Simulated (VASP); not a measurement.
# SiW7 (P4/mmm) in VASP: notebook

The runs below take SiW7 through single point, relaxation of shape and atoms at fixed volume, with PBE.

All numbers are computed with VASP 6.6.1; they aren't measurements. Logs are shortened: lines on timing, memory, paths and dates and some standing lists are left out, and cuts for length are marked.

## (1) The cell of the first run

The structure is tetragonal, space group P4/mmm (No. 123). The conventional cell has a = 3.261 Å, b = 3.261 Å, c = 12.498 Å, α = 90.00°, β = 90.00°, γ = 90.00°. Si (site symmetry 4/mmm) has 10 W at 2.73 to 3.03 Å and 4 Si at 3.26 Å within 3.6 Å. Within 3.7 Å of W (site symmetry 4mm) lie 13 W at 2.79 to 3.26 Å and 1 Si at 3.03 Å. W (site symmetry 4mm) has 14 W at 2.81 to 3.26 Å within 3.7 Å. W (site symmetry 4mm) has 4 Si at 2.73 Å and 10 W at 2.79 to 3.26 Å within 3.6 Å. W (site symmetry 4/mmm) has 14 W at 2.81 to 3.26 Å within 3.7 Å.

## (2) Single point, PBE (16.62 Å³/atom)

Contents of INCAR:

```
ALGO = Fast ; EDIFF = 1E-6
ENCUT = 520 ; GGA = PE
ISIF = 2 ; ISMEAR = 0
LASPH = True ; LCHARG = True
LELF = True ; LREAL = False
LVHAR = True ; LWAVE = False
NBANDS = 61 ; NELM = 100
PREC = Accurate ; SIGMA = 0.1
```

Contents of KPOINTS:

```
k-points
0
Gamma
  10 10 4
```

Contents of POSCAR:

```
SiW7
1.0
    3.2613154944      0.0000000000      0.0000000000
    0.0000000000      3.2613154944      0.0000000000
    0.0000000000      0.0000000000     12.4984457968
Si W
1 7
Direct
    0.0000000000      0.0000000000      0.0000000000
    0.0000000000      0.0000000000      0.2422873887
    0.5000000000      0.5000000000      0.3719835537
    0.5000000000      0.5000000000      0.8828644216
    0.5000000000      0.5000000000      0.1171355784
    0.0000000000      0.0000000000      0.7577126113
    0.5000000000      0.5000000000      0.6280164463
    0.0000000000      0.0000000000      0.5000000000
```

Potentials or basis: VASP PAW PBE potentials, release 64 (Si, W_sv).

Launch:

```console
$ cat potpaw_PBE.64/Si/POTCAR potpaw_PBE.64/W_sv/POTCAR > POTCAR
$ mpirun -np 1 vasp_std > vasp.out
```

OUTCAR:

```text
EDIFF = 1E-6
   ENCUT = 520
   GGA = PE
   ISIF = 2
   ISMEAR = 0
   LASPH = True
   LREAL = False
   NELM = 100
   PREC = Accurate

 ion  position               nearest neighbor table
   1  0.000  0.000  0.000-   4 2.73   5 2.73   4 2.73   5 2.73   4 2.73   5 2.73   4 2.73   5 2.73
                             2 3.03   6 3.03
   2  0.000  0.000  0.242-   5 2.79   5 2.79   5 2.79   5 2.79   3 2.82   3 2.82   3 2.82   3 2.82
                             1 3.03   8 3.22
   3  0.500  0.500  0.372-   8 2.81   8 2.81   8 2.81   8 2.81   2 2.82   2 2.82   2 2.82   2 2.82
                             5 3.19   7 3.20
   4  0.500  0.500  0.883-   1 2.73   1 2.73   1 2.73   1 2.73   6 2.79   6 2.79   6 2.79   6 2.79
                             5 2.93   7 3.19
   5  0.500  0.500  0.117-   1 2.73   1 2.73   1 2.73   1 2.73   2 2.79   2 2.79   2 2.79   2 2.79
                             4 2.93   3 3.19
   6  0.000  0.000  0.758-   4 2.79   4 2.79   4 2.79   4 2.79   7 2.82   7 2.82   7 2.82   7 2.82
                             1 3.03   8 3.22
   7  0.500  0.500  0.628-   8 2.81   8 2.81   8 2.81   8 2.81   6 2.82   6 2.82   6 2.82   6 2.82
                             4 3.19   3 3.20
   8  0.000  0.000  0.500-   3 2.81   7 2.81   3 2.81   7 2.81   3 2.81   7 2.81   3 2.81   7 2.81
                             6 3.22   2 3.22

  LATTYP: Found a simple tetragonal cell.
 ALAT       =     3.2613154944
 C/A-ratio  =     3.8323326333

  Lattice vectors:

 A1 = (   3.2613154944,   0.0000000000,   0.0000000000)
 A2 = (   0.0000000000,   3.2613154944,   0.0000000000)
 A3 = (   0.0000000000,   0.0000000000,  12.4984457968)

Analysis of symmetry for initial positions (statically):
=====================================================================
 Subroutine PRICEL returns:
 Original cell was already a primitive cell.

 Routine SETGRP: Setting up the symmetry group for a
 simple tetragonal supercell.

 Subroutine GETGRP returns: Found 16 space group operations
 (whereof 16 operations were pure point group operations)
 out of a pool of 16 trial point group operations.

The static configuration has the point symmetry D_4h.

Analysis of symmetry for dynamics (positions and initial velocities):
=====================================================================
 Subroutine PRICEL returns:
 Original cell was already a primitive cell.

 Routine SETGRP: Setting up the symmetry group for a
 simple tetragonal supercell.

 Subroutine GETGRP returns: Found 16 space group operations
 (whereof 16 operations were pure point group operations)
 out of a pool of 16 trial point group operations.

The dynamic configuration has the point symmetry D_4h.

 Subroutine INISYM returns: Found 16 space group operations
 (whereof 16 operations are pure point group operations),
 and found     1 'primitive' translations

----------------------------------------------------------------------------------------

                                     Primitive cell

  volume of cell :     132.9357

  direct lattice vectors                    reciprocal lattice vectors
     3.261315494  0.000000000  0.000000000     0.306624735  0.000000000  0.000000000
     0.000000000  3.261315494  0.000000000     0.000000000  0.306624735  0.000000000
     0.000000000  0.000000000 12.498445797     0.000000000  0.000000000  0.080009948

  length of vectors
     3.261315494  3.261315494 12.498445797     0.306624735  0.306624735  0.080009948

  position of ions in fractional coordinates (direct lattice)
     0.000000000  0.000000000  0.000000000
     0.000000000  0.000000000  0.242287389
     0.500000000  0.500000000  0.371983554
     0.500000000  0.500000000  0.882864422
     0.500000000  0.500000000  0.117135578
     0.000000000  0.000000000  0.757712611
     0.500000000  0.500000000  0.628016446
     0.000000000  0.000000000  0.500000000

  ion indices of the primitive-cell ions
   primitive index   ion index
                 1           1
                 2           2
                 3           3
                 4           4
                 5           5
                 6           6
                 7           7
                 8           8

----------------------------------------------------------------------------------------

 KPOINTS: k-points

Automatic generation of k-mesh.
 Grid dimensions read from file:
 generate k-points for:   10   10    4

 Generating k-lattice:

  Cartesian coordinates                     Fractional coordinates (reciprocal lattice)
     0.030662474  0.000000000  0.000000000     0.100000000  0.000000000  0.000000000
     0.000000000  0.030662474  0.000000000     0.000000000  0.100000000  0.000000000
     0.000000000  0.000000000  0.020002487     0.000000000  0.000000000  0.250000000

  Length of vectors
     0.030662474  0.030662474  0.020002487

  Shift w.r.t. Gamma in fractional coordinates (k-lattice)
     0.000000000  0.000000000  0.000000000

 Subroutine IBZKPT returns following result:
 ===========================================

 Found     63 irreducible k-points:

 Following reciprocal coordinates:
            Coordinates               Weight
  0.000000  0.000000  0.000000      1.000000
  0.100000  0.000000  0.000000      4.000000
  0.200000  0.000000  0.000000      4.000000
  0.300000  0.000000  0.000000      4.000000
  0.400000  0.000000  0.000000      4.000000
  0.500000  0.000000  0.000000      2.000000
[... 16 lines left out ...]
  0.100000  0.000000  0.250000      8.000000
  0.200000  0.000000  0.250000      8.000000
 [... further k-points ...]
   k-points           NKPTS =     63   k-points in BZ     NKDIM =     63   number of bands    NBANDS=     61
   number of dos      NEDOS =    301   number of ions     NIONS =      8
   total plane-waves  NPLWV =  55296
   dimension x,y,z NGX =    24 NGY =   24 NGZ =   96
   dimension x,y,z NGXF=    48 NGYF=   48 NGZF=  192
   ions per type =               1   7
   NGX,Y,Z   is equivalent  to a cutoff of  12.23, 12.23, 12.77 a.u.
   NGXF,Y,Z  is equivalent  to a cutoff of  24.47, 24.47, 25.54 a.u.
 SYSTEM =  unknown system
   PREC   = accura    normal or accurate (medium, high low for compatibility)
   ISTART =      0    job   : 0-new  1-cont  2-samecut
   ICHARG =      2    charge: 1-file 2-atom 10-const
   ISPIN  =      1    spin polarized calculation?
   LNONCOLLINEAR =      F non collinear calculations
   LSORBIT =      F    spin-orbit coupling
   LASPH  =      T    aspherical Exc in radial PAW
   ENCUT  =  520.0 eV  38.22 Ry    6.18 a.u.   6.06  6.06 23.24*2*pi/ulx,y,z
   NELM   =    100;   NELMIN=  2; NELMDL= -5     # of ELM steps
   EDIFF  = 0.1E-05   stopping-criterion for ELM
   LREAL  =      F    real-space projection
   EDIFFG = 0.1E-04   stopping-criterion for IOM
   NSW    =      0    number of steps for IOM
   IBRION =     -1    ionic relax: 0-MD 1-quasi-New 2-CG
   NFREE  =      0    steps in history (QN), initial steepest desc. (CG)
   ISIF   =      2    stress and relaxation
   ISYM   =      2    0-nonsym 1-usesym 2-fastsym
   POTIM  = 0.5000    time-step for ionic-motion
   TEBEG  =    0.0;   TEEND  =   0.0 temperature during run
   PSTRESS=    0.0 pullay stress
   NELECT =     102.0000    total number of electrons
   NUPDOWN=      -1.0000    fix difference up-down
   EMIN   =  10.00;   EMAX   =-10.00  energy-range for DOS
   EFERMI =   0.00;   METHOD = LEGACY
   ISMEAR =     0;   SIGMA  =   0.10  broadening in eV -4-tet -1-fermi 0-gaus
   EFERMI_NEDOS =   21; number of points for ismear=-14 and -15
   IALGO  =     68    algorithm
   IMIX   =      4    mixing-type and parameters
     AMIX     =   0.40;   BMIX     =  1.00
     AMIX_MAG =   1.60;   BMIX_MAG =  1.00
  volume/ion in A,a.u.               =      16.62       112.14
  Fermi-wavevector in a.u.,A,eV,Ry     =   1.498745  2.832217 30.561894  2.246236
  Thomas-Fermi vector in A             =   2.610464
   LORBIT       =      0    0 simple, 1 ext, 2 COOP (PROOUT), +10 PAW based schemes
   GGA     = PE    functional components
   LHFCALC =     F    Hartree Fock is set to
   AEXX    =    0.0000 exact exchange contribution
   IVDW    =     0    specifies the selected vdW correction
   LEPSILON=     F    determine dielectric tensor
   LRPA    =     F    only Hartree local field effects (RPA)
 non-spin polarized calculation
 RMM-DIIS sequential band-by-band and
 Gauss-broadening in eV      SIGMA  =   0.10
  energy-cutoff  :      520.00
  volume of cell :      132.94
 maximum number of plane-waves:      3620
   NGX = 13   NGY = 13   NGZ = 47

 number of electron     102.0000003 magnetization

 Free energy of the ion-electron system (eV)
  ---------------------------------------------------
  ext. energy  EPLUGINS =         0.00000000
  ---------------------------------------------------
  free energy    TOTEN  =       -95.36328128 eV

  energy without entropy =      -95.33864493  energy(sigma->0) =      -95.35096310

 E-fermi :  10.3410     XC(G=0): -13.0418

 val. band max:       10.3297347470   @ k =   0.3000   0.0000   0.0000
 cond. band min:      10.3463866540   @ k =   0.2000   0.0000   0.0000
 fundamental gap:      0.0166519070
 Fermi energy:        10.3410281909

 k-point     1 :       0.0000    0.0000    0.0000
  band No.  band energies     occupation
      1     -63.8563      2.00000
      2     -63.8237      2.00000
      3     -63.7530      2.00000
      4     -63.7316      2.00000
      5     -63.7039      2.00000
      6     -63.4599      2.00000
[... 53 lines left out ...]
     60      12.4499      0.00000
     61      13.0690      0.00000

 k-point     2 :       0.1000    0.0000    0.0000
  band No.  band energies     occupation
      1     -63.8524      2.00000
      2     -63.8213      2.00000
      3     -63.7519      2.00000
      4     -63.7322      2.00000
      5     -63.7066      2.00000
      6     -63.4600      2.00000
[... 53 lines left out ...]
     60      12.3759      0.00000
     61      12.9589      0.00000

 k-point     3 :       0.2000    0.0000    0.0000
  band No.  band energies     occupation
      1     -63.8413      2.00000
      2     -63.8149      2.00000
      3     -63.7492      2.00000
      4     -63.7341      2.00000
      5     -63.7145      2.00000
      6     -63.4606      2.00000
[... 1333 lines left out ...]
     60      12.4565      0.00000
     61      12.8290      0.00000

 k-point    24 :       0.2000    0.0000    0.2500
  band No.  band energies     occupation
      1     -63.8413      2.00000
      2     -63.8149      2.00000
      3     -63.7491      2.00000
      4     -63.7342      2.00000
      5     -63.7144      2.00000
      6     -63.4606      2.00000
[... 53 lines left out ...]
     60      12.1255      0.00000
     61      12.6509      0.00000

 [... further k-points ...]
[... 5 lines left out ...]
  --------------------------------------------------------------------------------------
  -------------------------------------------------------------------------------------
  Total      -11.9584397    -11.9584397    -11.9615065      0.0000000      0.0000000      0.0000000
  in kB     -144.1263740   -144.1263740   -144.1633367      0.0000000      0.0000000      0.0000000
  external PRESSURE =    -144.1386949 kB  Pullay stress =       0.0000000 kB

 VOLUME and BASIS-vectors are now :
 -----------------------------------------------------------------------------
  energy-cutoff  :      520.00
  volume of cell :      132.94
      direct lattice vectors                 reciprocal lattice vectors
     3.261315494  0.000000000  0.000000000     0.306624735  0.000000000  0.000000000
     0.000000000  3.261315494  0.000000000     0.000000000  0.306624735  0.000000000
     0.000000000  0.000000000 12.498445797     0.000000000  0.000000000  0.080009948

 POSITION                                       TOTAL-FORCE (eV/Angst)
 -----------------------------------------------------------------------------------
      0.00000      0.00000      0.00000        -0.000000     -0.000000      0.000000
      0.00000      0.00000      3.02822        -0.000000      0.000000      0.002859
      1.63066      1.63066      4.64922        -0.000000     -0.000000     -0.001679
      1.63066      1.63066     11.03443         0.000000     -0.000000      0.015505
      1.63066      1.63066      1.46401         0.000000      0.000000     -0.015505
      0.00000      0.00000      9.47023        -0.000000      0.000000     -0.002859
      1.63066      1.63066      7.84923        -0.000000     -0.000000      0.001679
      0.00000      0.00000      6.24922        -0.000000     -0.000000      0.000000
 -----------------------------------------------------------------------------------
    total drift:                                0.000000     -0.000000      0.000000

  FREE ENERGIE OF THE ION-ELECTRON SYSTEM (eV)
  ---------------------------------------------------
  free  energy   TOTEN  =       -95.3632812801 eV

  energy  without entropy=      -95.3386449267  energy(sigma->0) =      -95.35096310
```

Wall time 6.9 min (1 thread of Intel Xeon Platinum 8259CL at 2.50GHz (Skylake/Cascade Lake), shared host); peak memory 0.47 GiB.

Results:

* Free energy: -95.3633 eV
* Pressure: -14.4 GPa
* Largest force: 0.016 eV/Å
* Band gap on the k mesh: zero (bands 51 and 52 overlap by 1.19 eV)

Forces in eV/Å, atoms in the order of the input:
```
Si   0.000  0.000  0.000
W    0.000  0.000  0.003
W    0.000  0.000 -0.002
W    0.000  0.000  0.016
W    0.000  0.000 -0.016
W    0.000  0.000 -0.003
W    0.000  0.000  0.002
W    0.000  0.000  0.000
```

Caveat: the cell stands under tension; spin-orbit coupling is left out, which moves the levels of the heavy elements.

## (3) Relaxation of shape and atoms at fixed volume, PBE (16.62 Å³/atom)

Contents of INCAR:

```
SYSTEM = SiW7
PREC = Accurate
ENCUT = 600
EDIFF = 1E-6
ISMEAR = 0
SIGMA = 0.1
LREAL = .FALSE.
LASPH = .TRUE.
NELM = 100
ALGO = Fast
ISIF = 4
LWAVE = .FALSE.
LCHARG = .FALSE.
GGA = PE
IBRION = 2
NSW = 50
EDIFFG = -0.01
```

Contents of KPOINTS:

```
Automatic mesh
0
G
  10 10 4
  0 0 0
```

Contents of POSCAR:

```
SiW7
1.0
    3.2597900577      0.0000000000      0.0000000000
    0.0000000000      3.2597900577      0.0000000000
    0.0000000000      0.0000000000     12.5101459666
Si W
1 7
Direct
    0.0000000000      0.0000000000      0.0000000000
    0.0000000000      0.0000000000      0.2422914823
    0.5000000000      0.5000000000      0.3718284372
    0.5000000000      0.5000000000      0.8832386292
    0.5000000000      0.5000000000      0.1167613708
    0.0000000000      0.0000000000      0.7577085177
    0.5000000000      0.5000000000      0.6281715628
    0.0000000000      0.0000000000      0.5000000000
```

Potentials or basis: VASP PAW PBE potentials, release 64 (Si, W_sv).

Launch:

```console
$ cat potpaw_PBE.64/Si/POTCAR potpaw_PBE.64/W_sv/POTCAR > POTCAR
$ mpirun -np 1 vasp_std > vasp.out
```

Run time: 22 min. Hardware: 1 thread of Oxide Virtual Turin-like, shared host; peak memory 0.54 GiB.

Results (log left out):

| Quantity | Value |
| --- | --- |
| Free energy | -95.3644 eV |
| Energy gained by relaxing | 0.0 meV/atom |
| Ionic steps | 2 |
| Pressure after relaxing | -14.4 GPa |
| Largest force after relaxing | 0.009 eV/Å |
| Band gap on the k mesh | zero (bands 51 and 52 overlap by 1.21 eV) |

Forces on the atoms (eV/Å):
```
Si   0.000  0.000  0.000
W    0.000  0.000  0.001
W    0.000  0.000  0.004
W    0.000  0.000 -0.009
W    0.000  0.000  0.009
W    0.000  0.000 -0.001
W    0.000  0.000 -0.004
W    0.000  0.000  0.000
```

Step by step:
```tsv
step	energy change (eV)	largest force (eV/Å)	pressure (GPa)	volume (Å³)
1	0.0000	0.0453	-14.42	132.94
2	-0.0003	0.0088	-14.39	132.94
```

Final structure:
```
Si W
1.0
     3.26189    0.00000    0.00000
     0.00000    3.26189    0.00000
     0.00000    0.00000   12.49408
Si W
1 7
Cartesian
  3.2619 3.2619 0.0000
  3.2619 3.2619 3.0265
  1.6309 1.6309 4.6466
  1.6309 1.6309 11.0331
  1.6309 1.6309 1.4610
  3.2619 3.2619 9.4675
  1.6309 1.6309 7.8475
  3.2619 3.2619 6.2470
```

Levels at points of the mesh, in eV from the Fermi level:
```
           k point  band 47  band 48  band 49  band 50  band 51  band 52  band 53  band 54  band 55  band 56
(0.00, 0.00, 0.00)    -0.91    -0.91    -0.60    -0.60    -0.49     0.13     0.76     0.85     0.85     1.13
(0.50, 0.00, 0.00)    -1.36    -0.96    -0.54    -0.43    -0.15     0.02     0.41     1.08     1.34     1.36
(0.50, 0.50, 0.00)    -1.36    -0.65     0.01     0.01     0.82     1.65     1.65     2.02     2.03     2.38
(0.00, 0.00, 0.50)    -0.96    -0.69    -0.57    -0.27    -0.27     0.08     0.08     0.26     0.28     1.18
(0.50, 0.00, 0.50)    -1.35    -1.17    -0.48    -0.24    -0.17     0.22     0.60     0.60     0.77     1.42
(0.50, 0.50, 0.50)    -1.00    -0.80    -0.31    -0.31     0.96     1.81     1.81     2.01     2.02     2.41
```

Caveat: spin-orbit coupling is left out, which moves the levels of the heavy elements.
